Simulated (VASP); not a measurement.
Wanted: the native input for a VASP 6.6.1 run.

* Task: single point
* Functional: r2SCAN
* Potentials or basis: VASP PAW PBE potentials, release 64 (Hf_pv, N)
* Cutoff: 660 eV
* k mesh: 11 × 11 × 11
* Occupations: fermi-dirac, width 0.15 eV
* Spin: no spin polarisation
* Dipole correction: no
* Further INCAR settings: ALGO = Normal; EDIFF = 1e-06; NBANDS = 14

The system is HfN.

```
CELL_PARAMETERS angstrom
0.00000 2.43875 2.43875
2.43875 0.00000 2.43875
2.43875 2.43875 0.00000
ATOMIC_POSITIONS crystal
Hf 0.00000 0.00000 0.00000
N 0.25000 0.25000 0.25000
```

One way to write it, as run:

POSCAR

```
HfN
1.0
    0.0000000000      2.4387465605      2.4387465605
    2.4387465605      0.0000000000      2.4387465605
    2.4387465605      2.4387465605      0.0000000000
Hf N
1 1
Direct
    0.0000000000      0.0000000000      0.0000000000
    0.2500000000      0.2500000000      0.2500000000
```

INCAR.step1

```
ALGO = Normal
EDIFF = 1E-5
ENCUT = 660
GGA = PE
GGA_COMPAT = F
ISMEAR = -1
LASPH = T
LCHARG = F
LREAL = F
LWAVE = T
NBANDS = 14
NELM = 120
PREC = Accurate
SIGMA = 0.15
```

INCAR.step2

```
ALGO = Normal
EDIFF = 1E-6
ENCUT = 660
GGA_COMPAT = F
ISIF = 2
ISMEAR = -1
ISTART = 1
LASPH = T
LCHARG = T
LELF = T
LMIXTAU = T
LREAL = F
LVHAR = T
LWAVE = F
METAGGA = R2SCAN
NBANDS = 14
NELM = 120
PREC = Accurate
SIGMA = 0.15
```

KPOINTS

```
k-points
0
Gamma
  11 11 11
```

Potentials or basis: VASP PAW PBE potentials, release 64 (Hf_pv, N).

The run is started by

```sh
$ cat potpaw_PBE.64/Hf_pv/POTCAR potpaw_PBE.64/N/POTCAR > POTCAR
$ cp INCAR.step1 INCAR
$ mpirun -np 1 vasp_std > vasp.out
$ cp INCAR.step2 INCAR
$ mpirun -np 1 vasp_std > vasp.out
```

Results of the run:

```yaml
Pressure: 0.6 GPa
Band_gap_on_the_k_mesh: zero (an odd number of electrons rules out a gap without spin polarisation)
```

Caveat: the PAW data sets were made with another functional, which shifts forces and pressure a little; spin-orbit coupling is left out, which moves the levels of the heavy elements.

Run time: 84 s on 1 thread of Intel(R) Xeon(R) Platinum 8488C (Sapphire Rapids) (shared host), peak memory 0.19 GiB.
